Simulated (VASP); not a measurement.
# Pb (Fm-3m) in VASP: a series of runs

The runs below take Pb through single point, relaxation of cell and atoms, with PBE.

Everything below comes from runs of VASP 6.6.1. Logs are shortened: lines on timing, memory, paths and dates and some standing lists are left out, and cuts for length are marked.

## 1. The cell of the first run

The structure is cubic, space group Fm-3m (No. 225). The conventional cell has a = 5.040 Å, b = 5.040 Å, c = 5.040 Å, α = 90.00°, β = 90.00°, γ = 90.00°. Within 4.7 Å of Pb (site symmetry m-3m) lie 12 Pb at 3.56 Å.

## 2. Single point, PBE

Input file INCAR:

```
ALGO = Normal
EDIFF = 1E-7
ENCUT = 520
GGA = PE
ISIF = 2
ISMEAR = -1
LASPH = True
LCHARG = True
LELF = True
LREAL = False
LVHAR = True
LWAVE = False
NBANDS = 13
NELM = 80
PREC = Accurate
SIGMA = 0.05
```

Input file KPOINTS:

```
k-points
0
Gamma
  18 18 18
```

Input file POSCAR:

```
Pb
1.0
    0.0000000000      2.5201326391      2.5201326391
    2.5201326391      0.0000000000      2.5201326391
    2.5201326391      2.5201326391      0.0000000000
Pb
1
Direct
    0.0000000000      0.0000000000      0.0000000000
```

Potentials or basis: VASP PAW PBE potentials, release 64 (Pb_d).

On the command line:

```
> cat potpaw_PBE.64/Pb_d/POTCAR > POTCAR
> mpirun -np 1 vasp_std > vasp.out
```

OUTCAR:

```text
EDIFF = 1E-7
   ENCUT = 520
   GGA = PE
   ISIF = 2
   ISMEAR = -1
   LASPH = True
   LREAL = False
   NELM = 80
   PREC = Accurate

 ion  position               nearest neighbor table
   1  0.000  0.000  0.000-

  LATTYP: Found a face centered cubic cell.
 ALAT       =     5.0402652782

  Lattice vectors:

 A1 = (   0.0000000000,   2.5201326391,   2.5201326391)
 A2 = (   2.5201326391,   0.0000000000,   2.5201326391)
 A3 = (   2.5201326391,   2.5201326391,   0.0000000000)

Analysis of symmetry for initial positions (statically):
=====================================================================
 Subroutine PRICEL returns:
 Original cell was already a primitive cell.

 Routine SETGRP: Setting up the symmetry group for a
 face centered cubic supercell.

 Subroutine GETGRP returns: Found 48 space group operations
 (whereof 48 operations were pure point group operations)
 out of a pool of 48 trial point group operations.

The static configuration has the point symmetry O_h .

Analysis of symmetry for dynamics (positions and initial velocities):
=====================================================================
 Subroutine PRICEL returns:
 Original cell was already a primitive cell.

 Routine SETGRP: Setting up the symmetry group for a
 face centered cubic supercell.

 Subroutine GETGRP returns: Found 48 space group operations
 (whereof 48 operations were pure point group operations)
 out of a pool of 48 trial point group operations.

The dynamic configuration has the point symmetry O_h .

 Subroutine INISYM returns: Found 48 space group operations
 (whereof 48 operations are pure point group operations),
 and found     1 'primitive' translations

----------------------------------------------------------------------------------------

                                     Primitive cell

  volume of cell :      32.0111

  direct lattice vectors                    reciprocal lattice vectors
     0.000000000  2.520132639  2.520132639    -0.198402256  0.198402256  0.198402256
     2.520132639  0.000000000  2.520132639     0.198402256 -0.198402256  0.198402256
     2.520132639  2.520132639  0.000000000     0.198402256  0.198402256 -0.198402256

  length of vectors
     3.564005757  3.564005757  3.564005757     0.343642787  0.343642787  0.343642787

  position of ions in fractional coordinates (direct lattice)
     0.000000000  0.000000000  0.000000000

  ion indices of the primitive-cell ions
   primitive index   ion index
                 1           1

----------------------------------------------------------------------------------------

 KPOINTS: k-points

Automatic generation of k-mesh.
 Grid dimensions read from file:
 generate k-points for:   18   18   18

 Generating k-lattice:

  Cartesian coordinates                     Fractional coordinates (reciprocal lattice)
    -0.011022348  0.011022348  0.011022348     0.055555556  0.000000000  0.000000000
     0.011022348 -0.011022348  0.011022348     0.000000000  0.055555556  0.000000000
     0.011022348  0.011022348 -0.011022348     0.000000000  0.000000000  0.055555556

  Length of vectors
     0.019091266  0.019091266  0.019091266

  Shift w.r.t. Gamma in fractional coordinates (k-lattice)
     0.000000000  0.000000000  0.000000000

 Subroutine IBZKPT returns following result:
 ===========================================

 Found    195 irreducible k-points:

 Following reciprocal coordinates:
            Coordinates               Weight
  0.000000  0.000000  0.000000      1.000000
  0.055556  0.000000  0.000000      8.000000
  0.111111  0.000000  0.000000      8.000000
  0.166667  0.000000  0.000000      8.000000
  0.222222  0.000000  0.000000      8.000000
  0.277778  0.000000  0.000000      8.000000
[... 16 lines left out ...]
 -0.277778  0.055556  0.000000     24.000000
 -0.222222  0.055556  0.000000     24.000000
 [... further k-points ...]
   k-points           NKPTS =    195   k-points in BZ     NKDIM =    195   number of bands    NBANDS=     13
   number of dos      NEDOS =    301   number of ions     NIONS =      1
   total plane-waves  NPLWV =  21952
   dimension x,y,z NGX =    28 NGY =   28 NGZ =   28
   dimension x,y,z NGXF=    56 NGYF=   56 NGZF=   56
   ions per type =               1
   NGX,Y,Z   is equivalent  to a cutoff of  13.06, 13.06, 13.06 a.u.
   NGXF,Y,Z  is equivalent  to a cutoff of  26.12, 26.12, 26.12 a.u.
 SYSTEM =  unknown system
   PREC   = accura    normal or accurate (medium, high low for compatibility)
   ISTART =      0    job   : 0-new  1-cont  2-samecut
   ICHARG =      2    charge: 1-file 2-atom 10-const
   ISPIN  =      1    spin polarized calculation?
   LNONCOLLINEAR =      F non collinear calculations
   LSORBIT =      F    spin-orbit coupling
   LASPH  =      T    aspherical Exc in radial PAW
   ENCUT  =  520.0 eV  38.22 Ry    6.18 a.u.   6.63  6.63  6.63*2*pi/ulx,y,z
   NELM   =     80;   NELMIN=  2; NELMDL= -5     # of ELM steps
   EDIFF  = 0.1E-06   stopping-criterion for ELM
   LREAL  =      F    real-space projection
   EDIFFG = 0.1E-05   stopping-criterion for IOM
   NSW    =      0    number of steps for IOM
   IBRION =     -1    ionic relax: 0-MD 1-quasi-New 2-CG
   NFREE  =      0    steps in history (QN), initial steepest desc. (CG)
   ISIF   =      2    stress and relaxation
   ISYM   =      2    0-nonsym 1-usesym 2-fastsym
   POTIM  = 0.5000    time-step for ionic-motion
   TEBEG  =    0.0;   TEEND  =   0.0 temperature during run
   PSTRESS=    0.0 pullay stress
   NELECT =      14.0000    total number of electrons
   NUPDOWN=      -1.0000    fix difference up-down
   EMIN   =  10.00;   EMAX   =-10.00  energy-range for DOS
   EFERMI =   0.00;   METHOD = LEGACY
   ISMEAR =    -1;   SIGMA  =   0.05  broadening in eV -4-tet -1-fermi 0-gaus
   EFERMI_NEDOS =   21; number of points for ismear=-14 and -15
   IALGO  =     38    algorithm
   IMIX   =      4    mixing-type and parameters
     AMIX     =   0.40;   BMIX     =  1.00
     AMIX_MAG =   1.60;   BMIX_MAG =  1.00
  volume/ion in A,a.u.               =      32.01       216.02
  Fermi-wavevector in a.u.,A,eV,Ry     =   1.242656  2.348279 21.010020  1.544193
  Thomas-Fermi vector in A             =   2.377001
   LORBIT       =      0    0 simple, 1 ext, 2 COOP (PROOUT), +10 PAW based schemes
   GGA     = PE    functional components
   LHFCALC =     F    Hartree Fock is set to
   AEXX    =    0.0000 exact exchange contribution
   IVDW    =     0    specifies the selected vdW correction
   LEPSILON=     F    determine dielectric tensor
   LRPA    =     F    only Hartree local field effects (RPA)
 non-spin polarized calculation
  energy-cutoff  :      520.00
  volume of cell :       32.01
 maximum number of plane-waves:       889
   NGX = 13   NGY = 13   NGZ = 13

 number of electron      14.0000003 magnetization

 Free energy of the ion-electron system (eV)
  ---------------------------------------------------
  ext. energy  EPLUGINS =         0.00000000
  ---------------------------------------------------
  free energy    TOTEN  =        -3.56335225 eV

  energy without entropy =       -3.55658164  energy(sigma->0) =       -3.55996695

 E-fermi :   6.7333     XC(G=0):  -9.9270

 val. band max:        6.7046232903   @ k =  -0.4444   0.3889   0.0000
 cond. band min:       6.7401241479   @ k =  -0.3889   0.3333   0.1667
 fundamental gap:      0.0355008576
 Fermi energy:         6.7333419672

 k-point     1 :       0.0000    0.0000    0.0000
  band No.  band energies     occupation
      1     -10.3464      2.00000
      2     -10.3464      2.00000
      3     -10.3464      2.00000
      4     -10.2285      2.00000
      5     -10.2285      2.00000
      6      -4.7081      2.00000
      7      13.6867      0.00000
      8      13.6867      0.00000
      9      13.6867      0.00000
     10      16.4142      0.00000
     11      17.3460      0.00000
     12      18.7844      0.00000
     13      18.7844      0.00000

 k-point     2 :       0.0556    0.0000    0.0000
  band No.  band energies     occupation
      1     -10.3464      2.00000
      2     -10.3425      2.00000
      3     -10.3425      2.00000
      4     -10.2288      2.00000
      5     -10.2288      2.00000
      6      -4.6521      2.00000
      7      12.9442      0.00000
      8      13.6153      0.00000
      9      13.6153      0.00000
     10      16.2204      0.00000
     11      17.7430      0.00000
     12      18.9119      0.00000
     13      18.9119      0.00000

 k-point     3 :       0.1111    0.0000    0.0000
  band No.  band energies     occupation
      1     -10.3465      2.00000
      2     -10.3325      2.00000
      3     -10.3325      2.00000
      4     -10.2284      2.00000
      5     -10.2284      2.00000
      6      -4.4839      2.00000
      7      11.4371      0.00000
      8      13.4224      0.00000
      9      13.4224      0.00000
     10      15.9263      0.00000
     11      18.4380      0.00000
     12      19.2529      0.00000
     13      19.2529      0.00000
[... 305 lines left out ...]
 k-point    23 :      -0.2778    0.0556    0.0000
  band No.  band energies     occupation
      1     -10.3520      2.00000
      2     -10.3182      2.00000
      3     -10.3152      2.00000
      4     -10.1915      2.00000
      5     -10.1642      2.00000
      6      -3.0978      2.00000
      7       6.1556      1.99998
      8      11.5429      0.00000
      9      12.8346      0.00000
     10      15.7659      0.00000
     11      16.9527      0.00000
     12      18.0634      0.00000
     13      19.4695      0.00000

 k-point    24 :      -0.2222    0.0556    0.0000
  band No.  band energies     occupation
      1     -10.3501      2.00000
      2     -10.3133      2.00000
      3     -10.3115      2.00000
      4     -10.2175      2.00000
      5     -10.1879      2.00000
      6      -3.6151      2.00000
      7       7.6420      0.00000
      8      11.7767      0.00000
      9      13.1833      0.00000
     10      15.8503      0.00000
     11      17.5524      0.00000
     12      18.4131      0.00000
     13      19.9068      0.00000

 [... further k-points ...]

------------------------ aborting loop because EDIFF is reached ----------------------------------------

  FORCE on cell =-STRESS in cart. coord.  units (eV):
  Direction    XX          YY          ZZ          XY          YZ          ZX
  --------------------------------------------------------------------------------------
  -------------------------------------------------------------------------------------
  Total       -0.0082398     -0.0082398     -0.0082398      0.0000000      0.0000000     -0.0000000
  in kB       -0.4124075     -0.4124075     -0.4124075      0.0000000      0.0000000     -0.0000000
  external PRESSURE =      -0.4124075 kB  Pullay stress =       0.0000000 kB

 VOLUME and BASIS-vectors are now :
 -----------------------------------------------------------------------------
  energy-cutoff  :      520.00
  volume of cell :       32.01
      direct lattice vectors                 reciprocal lattice vectors
     0.000000000  2.520132639  2.520132639    -0.198402256  0.198402256  0.198402256
     2.520132639  0.000000000  2.520132639     0.198402256 -0.198402256  0.198402256
     2.520132639  2.520132639  0.000000000     0.198402256  0.198402256 -0.198402256

 POSITION                                       TOTAL-FORCE (eV/Angst)
 -----------------------------------------------------------------------------------
      0.00000      0.00000      0.00000        -0.000000     -0.000000     -0.000000
 -----------------------------------------------------------------------------------
    total drift:                               -0.000000     -0.000000     -0.000000

  FREE ENERGIE OF THE ION-ELECTRON SYSTEM (eV)
  ---------------------------------------------------
  free  energy   TOTEN  =        -3.5633522512 eV

  energy  without entropy=       -3.5565816440  energy(sigma->0) =       -3.55996695
```

Run time: 36 s. Hardware: 1 thread of AMD EPYC 9R45 (Zen 5), shared host; peak memory 0.18 GiB.

Results:

```
Free energy            : -3.5634 eV
Pressure               : 0.0 GPa
Band gap on the k mesh : zero (bands 7 and 8 overlap by 8.43 eV)
```

Levels at points of the mesh, in eV from the Fermi level:
```
           k point  band 4  band 5  band 6  band 7  band 8  band 9  band 10  band 11
(0.00, 0.00, 0.00)  -16.96  -16.96  -11.44    6.95    6.95    6.95     9.68    10.61
(0.50, 0.00, 0.00)  -16.85  -16.85   -8.12   -3.99    5.24    5.24     8.95     9.16
(0.50, 0.50, 0.00)  -16.82  -16.82   -6.84   -3.10    1.95    1.95     5.18     6.44
```

Caveat: spin-orbit coupling is left out, which moves the levels of the heavy elements.

## 3. Relaxation of cell and atoms, PBE

This run uses another cell than the first one, of 30.33 Å³/atom.

Input file INCAR:

```
SYSTEM = Pb
ALGO     = Normal         ! electronic algorithm
EDIFF    = 1E-6           ! SCF threshold, eV
EDIFFG   = -0.003         ! ionic threshold
ENCUT    = 600            ! plane-wave cutoff, eV
GGA      = PE             ! functional
IBRION   = 2              ! ionic algorithm
ISIF     = 3              ! what is computed and relaxed
ISMEAR   = -1             ! smearing method
LASPH    = .True.         ! aspherical terms in the spheres
LCHARG   = .False.        ! write CHGCAR
LREAL    = .False.        ! projectors in reciprocal space
LWAVE    = .False.        ! write WAVECAR
NELM     = 100            ! most SCF steps
NSW      = 100            ! ionic steps
PREC     = Accurate       ! precision mode
SIGMA    = 0.05           ! smearing width, eV
```

Input file KPOINTS:

```
k-points
0
Gamma
  18 18 18
  0 0 0
```

Input file POSCAR:

```
Pb
1.0
    0.0000000000      2.4752500000      2.4752500000
    2.4752500000      0.0000000000      2.4752500000
    2.4752500000      2.4752500000      0.0000000000
Pb
1
Direct
    0.0000000000      0.0000000000      0.0000000000
```

Potentials or basis: VASP PAW PBE potentials, release 64 (Pb_d).

On the command line:

```
> cat potpaw_PBE.64/Pb_d/POTCAR > POTCAR
> mpirun -np 1 vasp_std > vasp.out
```

Wall time 2.8 min (1 thread of AMD EPYC 9R45 (Zen 5), shared host); peak memory 0.2 GiB.

Results (log left out):

```yaml
Free_energy: -3.5631 eV
Relaxed_volume: 32.00 Å³/atom
Relaxed_cell: a = 3.564 Å, b = 3.564 Å, c = 3.564 Å, α = 60.00°, β = 60.00°, γ = 60.00°
Space_group_after_relaxing_to_0.1_Å: Fm-3m (No. 225)
Energy_gained_by_relaxing: 11.9 meV/atom
Ionic_steps: 7
Pressure_after_relaxing: 0.0 GPa
Band_gap_on_the_k_mesh: zero (bands 7 and 8 overlap by 8.43 eV)
```

Step by step:
| step | energy change (eV) | largest force (eV/Å) | pressure (GPa) | volume (Å³) |
| --- | --- | --- | --- | --- |
| 1 | 0.0000 | 0.0000 | 2.38 | 30.33 |
| 2 | -0.0115 | 0.0000 | -0.42 | 32.35 |
| 3 | -0.0119 | 0.0000 | 0.02 | 32.00 |
| 4 | -0.0119 | 0.0000 | 0.02 | 32.04 |
| 5 | -0.0118 | 0.0000 | -0.14 | 32.13 |
| 6 | -0.0119 | 0.0000 | -0.07 | 32.07 |
| 7 | -0.0119 | 0.0000 | 0.01 | 32.00 |

Final structure:
```xyz
1
Lattice="0.0000 2.5200 2.5200 2.5200 0.0000 2.5200 2.5200 2.5200 0.0000" Properties=species:S:1:pos:R:3 pbc="T T T"
Pb    0.0000    0.0000    0.0000
```

Levels at points of the mesh, in eV from the Fermi level:
```csv
k point,band 4,band 5,band 6,band 7,band 8,band 9,band 10,band 11
"(0.00, 0.00, 0.00)",-16.96,-16.96,-11.44,6.95,6.95,6.95,9.68,10.62
"(0.50, 0.00, 0.00)",-16.85,-16.85,-8.12,-3.99,5.24,5.24,8.95,9.16
"(0.50, 0.50, 0.00)",-16.82,-16.82,-6.84,-3.10,1.95,1.95,5.18,6.44
```

Caveat: spin-orbit coupling is left out, which moves the levels of the heavy elements. PBE usually gives volumes a little too large and moduli too small.
